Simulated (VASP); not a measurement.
# MnHg (Pm-3m) in VASP: notebook

The runs below take MnHg through single point, relaxation of cell and atoms, with PBEsol.

All numbers are computed with VASP 6.6.1; they aren't measurements. Logs are shortened: lines on timing, memory, paths and dates and some standing lists are left out, and cuts for length are marked.

## 1. The cell of the first run

Symmetry: Pm-3m, No. 221, cubic system. The conventional cell has a = 3.240 Å, b = 3.240 Å, c = 3.240 Å, α = 90.00°, β = 90.00°, γ = 90.00°. Within 3.7 Å of Mn (site symmetry m-3m) lie 8 Hg at 2.81 Å and 6 Mn at 3.24 Å. Within 3.7 Å of Hg (site symmetry m-3m) lie 8 Mn at 2.81 Å and 6 Hg at 3.24 Å.

## 2. Single point, PBEsol, collinear spin, ferromagnetic start

File INCAR:

```
ALGO = Normal
EDIFF = 1E-7
ENCUT = 520
GGA = PS
ISIF = 2
ISMEAR = 0
ISPIN = 2
LASPH = T
LCHARG = F
LMAXMIX = 4
LORBIT = 11
LREAL = F
LWAVE = F
MAGMOM = 4.3 0
NBANDS = 24
NELM = 150
PREC = Accurate
SIGMA = 0.1
```

File KPOINTS:

```
k-points
0
Gamma
  12 12 12
```

File POSCAR:

```
MnHg
1.0
    3.2395181561      0.0000000000      0.0000000000
    0.0000000000      3.2395181561      0.0000000000
    0.0000000000      0.0000000000      3.2395181561
Mn Hg
1 1
Direct
    0.5000000000      0.5000000000      0.5000000000
    0.0000000000      0.0000000000      0.0000000000
```

Potentials or basis: VASP PAW PBE potentials, release 64 (Mn_pv, Hg).

Command:

```sh
$ cat potpaw_PBE.64/Mn_pv/POTCAR potpaw_PBE.64/Hg/POTCAR > POTCAR
$ mpirun -np 1 vasp_std > vasp.out
```

OUTCAR:

```text
EDIFF = 1E-7
   ENCUT = 520
   GGA = PS
   ISIF = 2
   ISMEAR = 0
   ISPIN = 2
   LASPH = T
   LORBIT = 11
   LREAL = F
   NELM = 150
   PREC = Accurate

 ion  position               nearest neighbor table
   1  0.500  0.500  0.500-   2 2.81   2 2.81   2 2.81   2 2.81   2 2.81   2 2.81   2 2.81   2 2.81

   2  0.000  0.000  0.000-   1 2.81   1 2.81   1 2.81   1 2.81   1 2.81   1 2.81   1 2.81   1 2.81

  LATTYP: Found a simple cubic cell.
 ALAT       =     3.2395181561

  Lattice vectors:

 A1 = (   3.2395181561,   0.0000000000,   0.0000000000)
 A2 = (   0.0000000000,   3.2395181561,   0.0000000000)
 A3 = (   0.0000000000,   0.0000000000,   3.2395181561)

Analysis of symmetry for initial positions (statically):
=====================================================================
 Subroutine PRICEL returns:
 Original cell was already a primitive cell.

 Routine SETGRP: Setting up the symmetry group for a
 simple cubic supercell.

 Subroutine GETGRP returns: Found 48 space group operations
 (whereof 48 operations were pure point group operations)
 out of a pool of 48 trial point group operations.

The static configuration has the point symmetry O_h .

Analysis of symmetry for dynamics (positions and initial velocities):
=====================================================================
 Subroutine PRICEL returns:
 Original cell was already a primitive cell.

 Routine SETGRP: Setting up the symmetry group for a
 simple cubic supercell.

 Subroutine GETGRP returns: Found 48 space group operations
 (whereof 48 operations were pure point group operations)
 out of a pool of 48 trial point group operations.

The dynamic configuration has the point symmetry O_h .

Analysis of structural, dynamic, and magnetic symmetry:
=====================================================================
 Subroutine PRICEL returns:
 Original cell was already a primitive cell.

 Routine SETGRP: Setting up the symmetry group for a
 simple cubic supercell.

 Subroutine GETGRP returns: Found 48 space group operations
 (whereof 48 operations were pure point group operations)
 out of a pool of 48 trial point group operations.

The overall configuration has the point symmetry O_h .

 Subroutine INISYM returns: Found 48 space group operations
 (whereof 48 operations are pure point group operations),
 and found     1 'primitive' translations

----------------------------------------------------------------------------------------

                                     Primitive cell

  volume of cell :      33.9971

  direct lattice vectors                    reciprocal lattice vectors
     3.239518156  0.000000000  0.000000000     0.308687883  0.000000000  0.000000000
     0.000000000  3.239518156  0.000000000     0.000000000  0.308687883  0.000000000
     0.000000000  0.000000000  3.239518156     0.000000000  0.000000000  0.308687883

  length of vectors
     3.239518156  3.239518156  3.239518156     0.308687883  0.308687883  0.308687883

  position of ions in fractional coordinates (direct lattice)
     0.500000000  0.500000000  0.500000000
     0.000000000  0.000000000  0.000000000

  ion indices of the primitive-cell ions
   primitive index   ion index
                 1           1
                 2           2

----------------------------------------------------------------------------------------

 KPOINTS: k-points

Automatic generation of k-mesh.
 Grid dimensions read from file:
 generate k-points for:   12   12   12

 Generating k-lattice:

  Cartesian coordinates                     Fractional coordinates (reciprocal lattice)
     0.025723990  0.000000000  0.000000000     0.083333333  0.000000000  0.000000000
     0.000000000  0.025723990  0.000000000     0.000000000  0.083333333  0.000000000
     0.000000000  0.000000000  0.025723990     0.000000000  0.000000000  0.083333333

  Length of vectors
     0.025723990  0.025723990  0.025723990

  Shift w.r.t. Gamma in fractional coordinates (k-lattice)
     0.000000000  0.000000000  0.000000000

 Subroutine IBZKPT returns following result:
 ===========================================

 Found     84 irreducible k-points:

 Following reciprocal coordinates:
            Coordinates               Weight
  0.000000  0.000000  0.000000      1.000000
  0.083333  0.000000  0.000000      6.000000
  0.166667  0.000000  0.000000      6.000000
  0.250000  0.000000  0.000000      6.000000
  0.333333  0.000000  0.000000      6.000000
  0.416667  0.000000  0.000000      6.000000
[... 16 lines left out ...]
  0.333333  0.333333  0.000000     12.000000
  0.416667  0.333333  0.000000     24.000000
 [... further k-points ...]
   k-points           NKPTS =     84   k-points in BZ     NKDIM =     84   number of bands    NBANDS=     24
   number of dos      NEDOS =    301   number of ions     NIONS =      2
   total plane-waves  NPLWV =  13824
   dimension x,y,z NGX =    24 NGY =   24 NGZ =   24
   dimension x,y,z NGXF=    48 NGYF=   48 NGZF=   48
   ions per type =               1   1
   NGX,Y,Z   is equivalent  to a cutoff of  12.32, 12.32, 12.32 a.u.
   NGXF,Y,Z  is equivalent  to a cutoff of  24.63, 24.63, 24.63 a.u.
 SYSTEM =  unknown system
   PREC   = accura    normal or accurate (medium, high low for compatibility)
   ISTART =      0    job   : 0-new  1-cont  2-samecut
   ICHARG =      2    charge: 1-file 2-atom 10-const
   ISPIN  =      2    spin polarized calculation?
   LNONCOLLINEAR =      F non collinear calculations
   LSORBIT =      F    spin-orbit coupling
   LASPH  =      T    aspherical Exc in radial PAW
   ENCUT  =  520.0 eV  38.22 Ry    6.18 a.u.   6.02  6.02  6.02*2*pi/ulx,y,z
   NELM   =    150;   NELMIN=  2; NELMDL= -5     # of ELM steps
   EDIFF  = 0.1E-06   stopping-criterion for ELM
   LREAL  =      F    real-space projection
   EDIFFG = 0.1E-05   stopping-criterion for IOM
   NSW    =      0    number of steps for IOM
   IBRION =     -1    ionic relax: 0-MD 1-quasi-New 2-CG
   NFREE  =      0    steps in history (QN), initial steepest desc. (CG)
   ISIF   =      2    stress and relaxation
   ISYM   =      2    0-nonsym 1-usesym 2-fastsym
   POTIM  = 0.5000    time-step for ionic-motion
   TEBEG  =    0.0;   TEEND  =   0.0 temperature during run
   PSTRESS=    0.0 pullay stress
   NELECT =      25.0000    total number of electrons
   NUPDOWN=      -1.0000    fix difference up-down
   EMIN   =  10.00;   EMAX   =-10.00  energy-range for DOS
   EFERMI =   0.00;   METHOD = LEGACY
   ISMEAR =     0;   SIGMA  =   0.10  broadening in eV -4-tet -1-fermi 0-gaus
   EFERMI_NEDOS =   21; number of points for ismear=-14 and -15
   IALGO  =     38    algorithm
   IMIX   =      4    mixing-type and parameters
     AMIX     =   0.40;   BMIX     =  1.00
     AMIX_MAG =   1.60;   BMIX_MAG =  1.00
  volume/ion in A,a.u.               =      17.00       114.71
  Fermi-wavevector in a.u.,A,eV,Ry     =   1.477660  2.792372 29.708022  2.183478
  Thomas-Fermi vector in A             =   2.592036
   LORBIT       =     11    0 simple, 1 ext, 2 COOP (PROOUT), +10 PAW based schemes
   GGA     = PS    functional components
   LHFCALC =     F    Hartree Fock is set to
   AEXX    =    0.0000 exact exchange contribution
   IVDW    =     0    specifies the selected vdW correction
   LEPSILON=     F    determine dielectric tensor
   LRPA    =     F    only Hartree local field effects (RPA)
 spin polarized calculation
 Gauss-broadening in eV      SIGMA  =   0.10
  energy-cutoff  :      520.00
  volume of cell :       34.00
 maximum number of plane-waves:       938
   NGX = 13   NGY = 13   NGZ = 13

 number of electron      25.0000033 magnetization       3.7126980

 Free energy of the ion-electron system (eV)
  ---------------------------------------------------
  ext. energy  EPLUGINS =         0.00000000
  ---------------------------------------------------
  free energy    TOTEN  =        -9.57410520 eV

  energy without entropy =       -9.56379333  energy(sigma->0) =       -9.56894927

 E-fermi :   5.9590     XC(G=0): -12.2197

 val. band max:        5.9570924650   @ k =   0.3333   0.0833   0.0833
 cond. band min:       5.9792435091   @ k =   0.5000   0.2500   0.0833
 fundamental gap:      0.0221510441
 Fermi energy:         5.9590459880

 spin component 1

 k-point     1 :       0.0000    0.0000    0.0000
  band No.  band energies     occupation
      1     -43.8238      1.00000
      2     -43.8238      1.00000
      3     -43.8238      1.00000
      4      -4.1909      1.00000
      5      -2.5902      1.00000
      6      -2.5902      1.00000
[... 16 lines left out ...]
     23      23.3971      0.00000
     24      28.1512      0.00000

 k-point     2 :       0.0833    0.0000    0.0000
  band No.  band energies     occupation
      1     -43.8253      1.00000
      2     -43.8237      1.00000
      3     -43.8237      1.00000
      4      -4.0757      1.00000
      5      -2.5684      1.00000
      6      -2.5324      1.00000
[... 16 lines left out ...]
     23      23.4121      0.00000
     24      26.3691      0.00000

 k-point     3 :       0.1667    0.0000    0.0000
  band No.  band energies     occupation
      1     -43.8295      1.00000
      2     -43.8235      1.00000
      3     -43.8235      1.00000
      4      -3.7491      1.00000
      5      -2.5078      1.00000
      6      -2.3533      1.00000
[... 16 lines left out ...]
     23      23.1877      0.00000
     24      24.2221      0.00000
[... 514 lines left out ...]
 k-point    23 :       0.3333    0.3333    0.0000
  band No.  band energies     occupation
      1     -43.8394      1.00000
      2     -43.8389      1.00000
      3     -43.8214      1.00000
      4      -2.5243      1.00000
      5      -2.3442      1.00000
      6      -1.6641      1.00000
[... 16 lines left out ...]
     23      24.5489      0.00000
     24      25.3034      0.00000

 k-point    24 :       0.4167    0.3333    0.0000
  band No.  band energies     occupation
      1     -43.8432      1.00000
      2     -43.8387      1.00000
      3     -43.8211      1.00000
      4      -2.5811      1.00000
      5      -2.3760      1.00000
      6      -1.7262      1.00000
[... 16 lines left out ...]
     23      24.8092      0.00000
     24      26.1196      0.00000

 [... further k-points ...]

 spin component 2

 k-point     1 :       0.0000    0.0000    0.0000
  band No.  band energies     occupation
      1     -40.0056      1.00000
      2     -40.0056      1.00000
      3     -40.0056      1.00000
      4      -3.9435      1.00000
      5      -2.5544      1.00000
      6      -2.5544      1.00000
[... 16 lines left out ...]
     23      23.5082      0.00000
     24      29.0231      0.00000

 k-point     2 :       0.0833    0.0000    0.0000
  band No.  band energies     occupation
      1     -40.0075      1.00000
      2     -40.0055      1.00000
      3     -40.0055      1.00000
      4      -3.8295      1.00000
      5      -2.5374      1.00000
      6      -2.4966      1.00000
[... 16 lines left out ...]
     23      23.5531      0.00000
     24      26.9539      0.00000

 k-point     3 :       0.1667    0.0000    0.0000
  band No.  band energies     occupation
      1     -40.0127      1.00000
      2     -40.0052      1.00000
      3     -40.0052      1.00000
      4      -3.5133      1.00000
      5      -2.4901      1.00000
      6      -2.3089      1.00000
[... 16 lines left out ...]
     23      23.4900      0.00000
     24      24.7911      0.00000
[... 514 lines left out ...]
 k-point    23 :       0.3333    0.3333    0.0000
  band No.  band energies     occupation
      1     -40.0248      1.00000
      2     -40.0240      1.00000
      3     -40.0026      1.00000
      4      -2.4157      1.00000
      5      -2.2769      1.00000
      6      -1.5572      1.00000
[... 16 lines left out ...]
     23      25.2566      0.00000
     24      25.7043      0.00000

 k-point    24 :       0.4167    0.3333    0.0000
  band No.  band energies     occupation
      1     -40.0293      1.00000
      2     -40.0238      1.00000
      3     -40.0021      1.00000
      4      -2.4444      1.00000
      5      -2.3339      1.00000
      6      -1.6270      1.00000
[... 16 lines left out ...]
     23      25.4751      0.00000
     24      26.5528      0.00000

 [... further k-points ...]
[... 5 lines left out ...]
  --------------------------------------------------------------------------------------
  -------------------------------------------------------------------------------------
  Total        0.1565551      0.1565551      0.1565551      0.0000000      0.0000000     -0.0000000
  in kB        7.3779657      7.3779657      7.3779657      0.0000000      0.0000000     -0.0000000
  external PRESSURE =       7.3779657 kB  Pullay stress =       0.0000000 kB

 VOLUME and BASIS-vectors are now :
 -----------------------------------------------------------------------------
  energy-cutoff  :      520.00
  volume of cell :       34.00
      direct lattice vectors                 reciprocal lattice vectors
     3.239518156  0.000000000  0.000000000     0.308687883  0.000000000  0.000000000
     0.000000000  3.239518156  0.000000000     0.000000000  0.308687883  0.000000000
     0.000000000  0.000000000  3.239518156     0.000000000  0.000000000  0.308687883

 POSITION                                       TOTAL-FORCE (eV/Angst)
 -----------------------------------------------------------------------------------
      1.61976      1.61976      1.61976         0.000000      0.000000      0.000000
      0.00000      0.00000      0.00000         0.000000      0.000000      0.000000
 -----------------------------------------------------------------------------------
    total drift:                                0.000000      0.000000     -0.000000

  FREE ENERGIE OF THE ION-ELECTRON SYSTEM (eV)
  ---------------------------------------------------
  free  energy   TOTEN  =        -9.5741052010 eV

  energy  without entropy=       -9.5637933305  energy(sigma->0) =       -9.56894927

 total charge

# of ion       s       p       d       tot
------------------------------------------
    1        0.260   6.197   5.014  11.472
    2        0.818   0.572   9.251  10.642
--------------------------------------------------
tot          1.078   6.769  14.266  22.113

 magnetization (x)

# of ion       s       p       d       tot
------------------------------------------
    1        0.022   0.013   3.610   3.644
    2       -0.049  -0.059   0.049  -0.059
--------------------------------------------------
tot         -0.027  -0.047   3.659   3.585
```

Wall time 67 s (1 thread of Intel Xeon Platinum 8488C (Sapphire Rapids), shared host); peak memory 0.22 GiB.

Results:

| Quantity | Value |
| --- | --- |
| Free energy | -9.5741 eV |
| Pressure | 0.7 GPa |
| Net moment | 3.71 μB per cell |
| Site moments | Mn +3.64; Hg -0.06 μB |
| Valence electrons inside the program's atomic spheres | Mn 11.47; Hg 10.64 |

Levels at points of the mesh, in eV from the Fermi level:
Spin up:
```csv
k point,band 11,band 12,band 13,band 14,band 15,band 16,band 17,band 18
"(0.00, 0.00, 0.00)",-2.76,-1.81,-1.81,-1.81,5.12,5.12,5.12,9.60
"(0.50, 0.00, 0.00)",-3.21,-2.64,-2.64,-2.07,-1.29,10.64,10.64,11.34
"(0.50, 0.50, 0.00)",-1.82,-1.82,-1.82,-1.82,-1.74,1.08,3.45,12.16
"(0.50, 0.50, 0.50)",-3.78,-1.71,-1.71,0.76,4.44,4.44,4.44,5.04
```
Spin down:
| k point | band 8 | band 9 | band 10 | band 11 | band 12 | band 13 | band 14 | band 15 |
| --- | --- | --- | --- | --- | --- | --- | --- | --- |
| (0.00, 0.00, 0.00) | -7.14 | -7.14 | 0.26 | 0.26 | 1.56 | 1.56 | 1.56 | 5.52 |
| (0.50, 0.00, 0.00) | -7.02 | -4.97 | -4.72 | -0.20 | 0.38 | 0.38 | 1.33 | 2.11 |
| (0.50, 0.50, 0.00) | -6.50 | -3.52 | -1.54 | -1.54 | 0.48 | 1.40 | 1.40 | 1.93 |
| (0.50, 0.50, 0.50) | -6.47 | -1.77 | -1.77 | -1.77 | 0.68 | 1.97 | 1.97 | 5.96 |

Caveat: the PAW data sets were made with another functional, which shifts forces and pressure a little; spin-orbit coupling is left out, which moves the levels of the heavy elements.

## 3. Relaxation of cell and atoms, PBEsol, collinear spin, ferromagnetic start

This run uses another cell than the first one, of 18.37 Å³/atom, 1.081 times its volume.

File INCAR:

```
SYSTEM = MnHg
PREC = Accurate
ENCUT = 600
EDIFF = 1E-6
ISMEAR = 0
SIGMA = 0.1
LREAL = .False.
LASPH = .True.
NELM = 150
ALGO = Normal
ISIF = 3
LWAVE = .False.
LCHARG = .False.
ISPIN = 2
MAGMOM = 4.3 0
LORBIT = 11
LMAXMIX = 4
GGA = PS
IBRION = 2
NSW = 70
EDIFFG = -0.005
```

File KPOINTS:

```
Automatic mesh
0
Gamma
  12 12 12
  0 0 0
```

File POSCAR:

```
MnHg
1.0
    3.3242570992      0.0000000000      0.0000000000
    0.0000000000      3.3242570992      0.0000000000
    0.0000000000      0.0000000000      3.3242570992
Mn Hg
1 1
Direct
    0.5000000000      0.5000000000      0.5000000000
    0.0000000000      0.0000000000      0.0000000000
```

Potentials or basis: VASP PAW PBE potentials, release 64 (Mn_pv, Hg).

Command:

```sh
$ cat potpaw_PBE.64/Mn_pv/POTCAR potpaw_PBE.64/Hg/POTCAR > POTCAR
$ mpirun -np 1 vasp_std > vasp.out
```

Run time: 3.4 min. Hardware: 1 thread of Intel Xeon Platinum 8488C (Sapphire Rapids), shared host; peak memory 0.26 GiB.

It converged, with:

- Free energy: -9.5755 eV
- Relaxed volume: 17.13 Å³/atom
- Relaxed cell: a = 3.248 Å, b = 3.248 Å, c = 3.248 Å, α = 90.00°, β = 90.00°, γ = 90.00°
- Space group after relaxing (to 0.05 Å): Pm-3m (No. 221)
- Energy gained by relaxing: 19.5 meV/atom
- Ionic steps: 4
- Pressure after relaxing: 0.0 GPa
- Net moment: 3.73 μB per cell
- Site moments: Mn +3.66; Hg -0.06 μB
- Valence electrons inside the program's atomic spheres: Mn 11.46; Hg 10.63

The path:
```csv
step,energy change (eV),largest force (eV/Å),pressure (GPa),volume (Å³)
1,0.0000,0.0000,-4.93,36.74
2,-0.0371,0.0000,1.32,33.81
3,-0.0389,0.0000,-0.21,34.33
4,-0.0390,0.0000,-0.01,34.26
```

Final structure:
```
Mn Hg
1.0
     3.24769    0.00000    0.00000
     0.00000    3.24769    0.00000
     0.00000    0.00000    3.24769
Mn Hg
1 1
Direct
  0.50000 0.50000 0.50000
  0.00000 0.00000 0.00000
```

Levels at points of the mesh, in eV from the Fermi level:
Spin up:
```tsv
k point	band 10	band 11	band 12	band 13	band 14	band 15	band 16	band 17	band 18
(0.00, 0.00, 0.00)	-2.77	-2.77	-1.84	-1.84	-1.84	5.08	5.08	5.08	9.48
(0.50, 0.00, 0.00)	-5.02	-3.22	-2.65	-2.65	-2.09	-1.32	10.57	10.57	11.25
(0.50, 0.50, 0.00)	-2.52	-1.85	-1.85	-1.81	-1.81	-1.77	1.03	3.38	12.11
(0.50, 0.50, 0.50)	-3.77	-3.77	-1.74	-1.74	0.71	4.39	4.39	4.39	4.98
```
Spin down:
| k point | band 7 | band 8 | band 9 | band 10 | band 11 | band 12 | band 13 | band 14 | band 15 | band 16 |
| --- | --- | --- | --- | --- | --- | --- | --- | --- | --- | --- |
| (0.00, 0.00, 0.00) | -7.13 | -7.13 | -7.13 | 0.26 | 0.26 | 1.55 | 1.55 | 1.55 | 5.48 | 5.48 |
| (0.50, 0.00, 0.00) | -7.54 | -7.01 | -4.98 | -4.70 | -0.19 | 0.38 | 0.38 | 1.32 | 2.09 | 11.21 |
| (0.50, 0.50, 0.00) | -7.62 | -6.50 | -3.52 | -1.53 | -1.53 | 0.48 | 1.38 | 1.38 | 1.92 | 3.50 |
| (0.50, 0.50, 0.50) | -6.47 | -6.47 | -1.75 | -1.75 | -1.75 | 0.63 | 1.96 | 1.96 | 5.90 | 5.92 |

Caveat: the PAW data sets were made with another functional, which shifts forces and pressure a little; spin-orbit coupling is left out, which moves the levels of the heavy elements.
